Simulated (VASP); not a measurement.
# NiO (Fm-3m) in VASP: further runs

The runs below take NiO through single point, with r2SCAN+U.

Program: VASP 6.6.1. These are calculated values, not measurements. Logs are shortened: lines on timing, memory, paths and dates and some standing lists are left out, and cuts for length are marked.

### Step 1. The cell of the first run

It takes space group Fm-3m (No. 225, cubic). The conventional cell has a = 4.183 Å, b = 4.183 Å, c = 4.183 Å, α = 90.00°, β = 90.00°, γ = 90.00°. Ni (site symmetry m-3m) has 6 O at 2.09 Å within 2.8 Å. O (site symmetry m-3m) has 6 Ni at 2.09 Å within 2.8 Å.

### Step 2. Single point, r2SCAN+U, collinear spin, antiferromagnetic start

Input file POSCAR:

```
NiO
1.0
    0.0000000000      2.0913095100      2.0913095100
    4.1826190200      2.0913095100      2.0913095100
    4.1826190200      4.1826190200      0.0000000000
Ni O
2 2
Direct
    0.0000000000      0.0000000000      0.0000000000
    0.0000000000      0.0000000000      0.5000000000
    0.5000000000      0.5000000000      0.0000000000
    0.5000000000      0.5000000000      0.5000000000
```

Input file INCAR.step1:

```
PREC     = Accurate       # precision mode
ENCUT    = 520            # plane-wave cutoff, eV
ISMEAR   = 0              # smearing method
SIGMA    = 0.05           # smearing width, eV
LREAL    = F              # projectors in reciprocal space
LASPH    = T              # aspherical terms in the spheres
NELM     = 150            # most SCF steps
ISPIN    = 2              # spin polarisation
MAGMOM   = 1.91 -1.91 -0.08 0.08 # initial moments
LMAXMIX  = 4              # l up to which the mixer works
LDAU     = T              # DFT+U
LDAUTYPE = 2            
LDAUL    = 2 -1           # shell
LDAUU    = 3 0            # U, eV
LDAUJ    = 0 0          
NBANDS   = 28             # bands
GGA      = PE             # functional
ALGO     = Normal         # electronic algorithm
EDIFF    = 1E-4           # SCF threshold, eV
LWAVE    = T              # write WAVECAR
LCHARG   = F              # write CHGCAR
```

Input file INCAR.step2:

```
PREC     = Accurate       # precision mode
ENCUT    = 520            # plane-wave cutoff, eV
EDIFF    = 1E-7           # SCF threshold, eV
ISMEAR   = 0              # smearing method
SIGMA    = 0.05           # smearing width, eV
LREAL    = F              # projectors in reciprocal space
LASPH    = T              # aspherical terms in the spheres
NELM     = 150            # most SCF steps
ALGO     = Normal         # electronic algorithm
ISIF     = 2              # what is computed and relaxed
LWAVE    = F              # write WAVECAR
LCHARG   = F              # write CHGCAR
ISPIN    = 2              # spin polarisation
MAGMOM   = 1.91 -1.91 -0.08 0.08 # initial moments
LORBIT   = 11             # projections on sites
LMAXMIX  = 4              # l up to which the mixer works
LDAU     = T              # DFT+U
LDAUTYPE = 2            
LDAUL    = 2 -1           # shell
LDAUU    = 3 0            # U, eV
LDAUJ    = 0 0          
LDAUPRINT= 1            
METAGGA  = R2SCAN         # meta-GGA
LMIXTAU  = T            
NBANDS   = 28             # bands
ISTART   = 1
```

Input file KPOINTS:

```
regular mesh
0
Gamma
  8 8 8
```

Potentials or basis: VASP PAW PBE potentials, release 64 (Ni, O).

Command:

```
> cat potpaw_PBE.64/Ni/POTCAR potpaw_PBE.64/O/POTCAR > POTCAR
> cp INCAR.step1 INCAR
> mpirun -np 1 vasp_std > vasp.out
> cp INCAR.step2 INCAR
> mpirun -np 1 vasp_std > vasp.out
```

OUTCAR:

```text
PREC = Accurate
   ENCUT = 520
   EDIFF = 1E-7
   ISMEAR = 0
   LREAL = F
   LASPH = T
   NELM = 150
   ISIF = 2
   ISPIN = 2
   LORBIT = 11
   METAGGA = R2SCAN
   ISTART = 1

 ion  position               nearest neighbor table
   1  0.000  0.000  0.000-   4 2.09   3 2.09   4 2.09   3 2.09   4 2.09   4 2.09   2 2.96   2 2.96
                             2 2.96   2 2.96   2 2.96   2 2.96   2 2.96   2 2.96
   2  0.000  0.000  0.500-   3 2.09   3 2.09   4 2.09   4 2.09   3 2.09   3 2.09   1 2.96   1 2.96
                             1 2.96   1 2.96   1 2.96   1 2.96   1 2.96   1 2.96
   3  0.500  0.500  0.000-   2 2.09   1 2.09   2 2.09   1 2.09   2 2.09   2 2.09
   4  0.500  0.500  0.500-   1 2.09   1 2.09   2 2.09   2 2.09   1 2.09   1 2.09

  LATTYP: Found a simple tetragonal cell.
 ALAT       =     2.9575582722
 C/A-ratio  =     1.4142135624

  Lattice vectors:

 A1 = (   0.0000000000,  -2.0913095100,   2.0913095100)
 A2 = (   0.0000000000,  -2.0913095100,  -2.0913095100)
 A3 = (   4.1826190200,   0.0000000000,   0.0000000000)

Analysis of symmetry for initial positions (statically):
=====================================================================
 Subroutine PRICEL returns following result:

  LATTYP: Found a face centered cubic cell.
 ALAT       =     4.1826190200
[... 12 lines left out ...]
 Subroutine GETGRP returns: Found 16 space group operations
 (whereof 16 operations were pure point group operations)
 out of a pool of 16 trial point group operations.

The static configuration has the point symmetry D_4h.

Analysis of symmetry for dynamics (positions and initial velocities):
=====================================================================
 Subroutine PRICEL returns following result:

  LATTYP: Found a face centered cubic cell.
 ALAT       =     4.1826190200
[... 12 lines left out ...]
 Subroutine GETGRP returns: Found 16 space group operations
 (whereof 16 operations were pure point group operations)
 out of a pool of 16 trial point group operations.

The dynamic configuration has the point symmetry D_4h.

Analysis of structural, dynamic, and magnetic symmetry:
=====================================================================
 Subroutine PRICEL returns following result:

  LATTYP: Found a face centered cubic cell.
 ALAT       =     4.1826190200
[... 12 lines left out ...]
 Subroutine GETGRP returns: Found 16 space group operations
 (whereof 16 operations were pure point group operations)
 out of a pool of 16 trial point group operations.

The overall configuration has the point symmetry D_4h.

 Subroutine INISYM returns: Found 16 space group operations
 (whereof 16 operations are pure point group operations),
 and found     2 'primitive' translations

----------------------------------------------------------------------------------------

                                     Primitive cell

  volume of cell :      18.2930

  direct lattice vectors                    reciprocal lattice vectors
    -2.091309510  2.091309510  0.000000000    -0.239084649  0.239084649 -0.239084649
    -2.091309510  0.000000000  2.091309510    -0.239084649 -0.239084649  0.239084649
     0.000000000  2.091309510  2.091309510     0.239084649  0.239084649  0.239084649

  length of vectors
     2.957558272  2.957558272  2.957558272     0.414106759  0.414106759  0.414106759
[... 142 lines left out ...]
 -0.0000  0.0000  0.1423  0.0000  0.0008
  0.0000 -0.0000  0.0000  0.9747  0.0000
  0.0000 -0.0000  0.0008  0.0000  0.1414

 occupancies and eigenvectors

  o =  0.1409  v =  0.0000  0.0000  0.0000  0.0000  0.0000  0.0000  0.0000 -0.5000 -0.0000  0.8660      0.0000  0.0000  0.0000  0.0000  0.0000  0.0000  0.0000  0.0000  0.0000  0.0000
  o =  0.1428  v =  0.0000  0.0000  0.0000  0.0000  0.0000  0.0000  0.0000  0.8660  0.0000  0.5000      0.0000  0.0000  0.0000  0.0000  0.0000  0.0000  0.0000  0.0000  0.0000  0.0000
  o =  0.9747  v =  0.0000  0.0000  0.0000  0.0000  0.0000  1.0000  0.0000  0.0000  0.0000  0.0000      0.0000  0.0000  0.0000  0.0000  0.0000  0.0000  0.0000  0.0000  0.0000  0.0000
  o =  0.9747  v =  0.0000  0.0000  0.0000  0.0000  0.0000  0.0000 -0.0000  0.0000  1.0000 -0.0000      0.0000  0.0000  0.0000  0.0000  0.0000  0.0000  0.0000  0.0000  0.0000  0.0000
  o =  0.9748  v =  0.0000  0.0000  0.0000  0.0000  0.0000  0.0000 -1.0000  0.0000 -0.0000  0.0000      0.0000  0.0000  0.0000  0.0000  0.0000  0.0000  0.0000  0.0000  0.0000  0.0000
  o =  0.9771  v =  0.0000  1.0000  0.0000 -0.0000  0.0000  0.0000  0.0000  0.0000  0.0000  0.0000      0.0000  0.0000  0.0000  0.0000  0.0000  0.0000  0.0000  0.0000  0.0000  0.0000
  o =  0.9773  v =  0.0000  0.0000 -0.0000  1.0000 -0.0000  0.0000  0.0000  0.0000  0.0000  0.0000      0.0000  0.0000  0.0000  0.0000  0.0000  0.0000  0.0000  0.0000  0.0000  0.0000
  o =  0.9773  v =  1.0000  0.0000  0.0000  0.0000  0.0000  0.0000  0.0000  0.0000  0.0000  0.0000      0.0000  0.0000  0.0000  0.0000  0.0000  0.0000  0.0000  0.0000  0.0000  0.0000
  o =  1.0245  v =  0.0000 -0.0000  0.8660  0.0000  0.5000  0.0000  0.0000  0.0000  0.0000  0.0000      0.0000  0.0000  0.0000  0.0000  0.0000  0.0000  0.0000  0.0000  0.0000  0.0000
  o =  1.0246  v =  0.0000  0.0000 -0.5000 -0.0000  0.8660  0.0000  0.0000  0.0000  0.0000  0.0000      0.0000  0.0000  0.0000  0.0000  0.0000  0.0000  0.0000  0.0000  0.0000  0.0000

atom =   2  type =  1  l = 2

 onsite density matrix

spin component  1

  0.9747  0.0000 -0.0000  0.0000  0.0000
  0.0000  0.9748 -0.0000 -0.0000  0.0000
 -0.0000 -0.0000  0.1423 -0.0000  0.0008
  0.0000 -0.0000 -0.0000  0.9747  0.0000
  0.0000  0.0000  0.0008  0.0000  0.1414

spin component  2

  0.9773 -0.0000  0.0000  0.0000 -0.0000
 -0.0000  0.9771  0.0000  0.0000 -0.0000
  0.0000  0.0000  1.0246 -0.0000 -0.0000
  0.0000  0.0000 -0.0000  0.9773 -0.0000
 -0.0000 -0.0000 -0.0000 -0.0000  1.0246

 occupancies and eigenvectors

  o =  0.1409  v =  0.0000 -0.0000 -0.5000  0.0000  0.8660  0.0000  0.0000  0.0000  0.0000  0.0000      0.0000  0.0000  0.0000  0.0000  0.0000  0.0000  0.0000  0.0000  0.0000  0.0000
  o =  0.1428  v =  0.0000 -0.0000  0.8660 -0.0000  0.5000  0.0000  0.0000  0.0000  0.0000  0.0000      0.0000  0.0000  0.0000  0.0000  0.0000  0.0000  0.0000  0.0000  0.0000  0.0000
  o =  0.9747  v =  1.0000  0.0000  0.0000  0.0000  0.0000  0.0000  0.0000  0.0000  0.0000  0.0000      0.0000  0.0000  0.0000  0.0000  0.0000  0.0000  0.0000  0.0000  0.0000  0.0000
  o =  0.9747  v =  0.0000 -0.0000 -0.0000 -1.0000  0.0000  0.0000  0.0000  0.0000  0.0000  0.0000      0.0000  0.0000  0.0000  0.0000  0.0000  0.0000  0.0000  0.0000  0.0000  0.0000
  o =  0.9748  v =  0.0000  1.0000  0.0000 -0.0000  0.0000  0.0000  0.0000  0.0000  0.0000  0.0000      0.0000  0.0000  0.0000  0.0000  0.0000  0.0000  0.0000  0.0000  0.0000  0.0000
  o =  0.9771  v =  0.0000  0.0000  0.0000  0.0000  0.0000  0.0000  1.0000  0.0000  0.0000  0.0000      0.0000  0.0000  0.0000  0.0000  0.0000  0.0000  0.0000  0.0000  0.0000  0.0000
  o =  0.9773  v =  0.0000  0.0000  0.0000  0.0000  0.0000  1.0000  0.0000  0.0000  0.0000  0.0000      0.0000  0.0000  0.0000  0.0000  0.0000  0.0000  0.0000  0.0000  0.0000  0.0000
  o =  0.9773  v =  0.0000  0.0000  0.0000  0.0000  0.0000  0.0000 -0.0000 -0.0000  1.0000  0.0000      0.0000  0.0000  0.0000  0.0000  0.0000  0.0000  0.0000  0.0000  0.0000  0.0000
  o =  1.0245  v =  0.0000  0.0000  0.0000  0.0000  0.0000  0.0000 -0.0000  0.8660  0.0000  0.5000      0.0000  0.0000  0.0000  0.0000  0.0000  0.0000  0.0000  0.0000  0.0000  0.0000
  o =  1.0246  v =  0.0000  0.0000  0.0000  0.0000  0.0000  0.0000 -0.0000 -0.5000 -0.0000  0.8660      0.0000  0.0000  0.0000  0.0000  0.0000  0.0000  0.0000  0.0000  0.0000  0.0000

 number of electron      32.0000010 magnetization      -0.0000000

 Free energy of the ion-electron system (eV)
  ---------------------------------------------------
  ext. energy  EPLUGINS =         0.00000000
  ---------------------------------------------------
  free energy    TOTEN  =       -38.97914862 eV

  energy without entropy =      -38.97914862  energy(sigma->0) =      -38.97914862

 E-fermi :   7.2824     XC(G=0): -13.3719

 val. band max:        6.9860379912   @ k =   0.5000   0.0000   0.0000
 cond. band min:       9.4360425939   @ k =   0.0000   0.5000   0.5000
 fundamental gap:      2.4500046027
 Fermi energy:         7.2823939260

 spin component 1

 k-point     1 :       0.0000    0.0000    0.0000
  band No.  band energies     occupation
      1     -13.2193      1.00000
      2     -11.7962      1.00000
      3       0.9948      1.00000
      4       1.8141      1.00000
      5       2.1264      1.00000
      6       2.3303      1.00000
[... 1481 lines left out ...]
     27      27.8957      0.00000
     28      28.3650      0.00000

 [... further k-points ...]

------------------------ aborting loop because EDIFF is reached ----------------------------------------

  FORCE on cell =-STRESS in cart. coord.  units (eV):
  Direction    XX          YY          ZZ          XY          YZ          ZX
  --------------------------------------------------------------------------------------
  -------------------------------------------------------------------------------------
  Total       -0.1381424     -0.1045559     -0.1045559      0.0000000      0.0000000     -0.0000000
  in kB       -6.0495447     -4.5787192     -4.5787192      0.0000000      0.0000000     -0.0000000
  external PRESSURE =      -5.0689944 kB  Pullay stress =       0.0000000 kB

 VOLUME and BASIS-vectors are now :
 -----------------------------------------------------------------------------
  energy-cutoff  :      520.00
  volume of cell :       36.59
      direct lattice vectors                 reciprocal lattice vectors
     0.000000000  2.091309510  2.091309510    -0.239084649  0.239084649  0.239084649
     4.182619020  2.091309510  2.091309510     0.239084649 -0.239084649  0.239084649
     4.182619020  4.182619020  0.000000000     0.000000000  0.239084649 -0.239084649

 POSITION                                       TOTAL-FORCE (eV/Angst)
 -----------------------------------------------------------------------------------
      0.00000      0.00000      0.00000         0.000000      0.000000      0.000000
      2.09131      2.09131      0.00000        -0.000000     -0.000000     -0.000000
      2.09131      2.09131      2.09131        -0.000000     -0.000000      0.000000
      4.18262      4.18262      2.09131         0.000000      0.000000     -0.000000
 -----------------------------------------------------------------------------------
    total drift:                                0.000000     -0.000000     -0.000000

  FREE ENERGIE OF THE ION-ELECTRON SYSTEM (eV)
  ---------------------------------------------------
  free  energy   TOTEN  =       -38.9791486178 eV

  energy  without entropy=      -38.9791486178  energy(sigma->0) =      -38.97914862

 total charge

# of ion       s       p       d       tot
------------------------------------------
    1        0.340   0.424   8.164   8.928
    2        0.340   0.424   8.164   8.928
    3        1.553   3.513   0.000   5.066
    4        1.553   3.513   0.000   5.066
--------------------------------------------------
tot          3.785   7.875  16.329  27.988

 magnetization (x)

# of ion       s       p       d       tot
------------------------------------------
    1        0.017   0.018   1.772   1.807
    2       -0.017  -0.018  -1.772  -1.807
    3       -0.008  -0.062   0.000  -0.069
    4        0.008   0.062   0.000   0.069
--------------------------------------------------
tot          0.000   0.000  -0.000  -0.000
```

It took 16 min on 1 thread of AMD EPYC 9R45 (Zen 5), shared host; peak memory 0.3 GiB.

What came out:

```yaml
Free_energy: -38.9791 eV
Pressure: -0.5 GPa
Band_gap_on_the_k_mesh: 2.45 eV
Net_moment: 0.00 μB per cell
Site_moments: Ni +1.81, -1.81; O -0.07, +0.07 μB
Valence_electrons_inside_the_program's_atomic_spheres: Ni 8.93; O 5.07
```

Stress tensor (GPa, compression positive):
```
-0.60  0.00  0.00
 0.00 -0.46  0.00
 0.00  0.00 -0.46
```

Levels at points of the mesh, in eV from the valence-band top:
Spin up:
| k point | band 13 | band 14 | band 15 | band 16 | band 17 | band 18 | band 19 | band 20 |
| --- | --- | --- | --- | --- | --- | --- | --- | --- |
| (0.00, 0.00, 0.00) | -2.63 | -1.83 | -1.82 | -1.82 | 2.45 | 2.72 | 2.95 | 7.57 |
| (0.50, 0.00, 0.00) | -1.99 | -1.90 | -0.01 | 0.00 | 4.69 | 4.70 | 6.94 | 7.03 |
| (0.50, 0.50, 0.00) | -3.15 | -2.72 | -2.72 | -2.34 | 2.82 | 3.06 | 7.27 | 7.86 |
| (0.00, 0.00, 0.50) | -2.04 | -2.02 | -1.55 | -0.26 | 2.96 | 4.69 | 8.53 | 8.76 |
| (0.50, 0.00, 0.50) | -2.34 | -2.26 | -2.26 | -2.01 | 3.06 | 3.63 | 9.74 | 10.49 |
| (0.00, 0.50, 0.50) | -1.79 | -1.79 | -1.64 | -1.64 | 2.45 | 3.05 | 6.68 | 7.50 |
Spin down:
```csv
k point,band 14,band 15,band 16,band 17,band 18,band 19
"(0.00, 0.00, 0.00)",-1.83,-1.82,-1.82,2.45,2.72,2.95
"(0.50, 0.00, 0.00)",-1.90,-0.01,0.00,4.69,4.70,6.94
"(0.50, 0.50, 0.00)",-2.72,-2.72,-2.34,2.82,3.06,7.27
"(0.00, 0.00, 0.50)",-2.02,-1.55,-0.26,2.96,4.69,8.53
"(0.50, 0.00, 0.50)",-2.26,-2.26,-2.01,3.06,3.63,9.74
"(0.00, 0.50, 0.50)",-1.79,-1.64,-1.64,2.45,3.05,6.68
```

Eigenvalues of the final occupation matrices:
```csv
site,spin,trace,eigenvalues
site 1 d,1,4.98,0.98 0.98 0.98 1.02 1.02
site 1 d,2,3.21,0.14 0.14 0.97 0.97 0.97
site 2 d,1,3.21,0.14 0.14 0.97 0.97 0.97
site 2 d,2,4.98,0.98 0.98 0.98 1.02 1.02
```

Caveat: the PAW data sets were made with another functional, which shifts forces and pressure a little.

(Continued in part 2 of 2.)
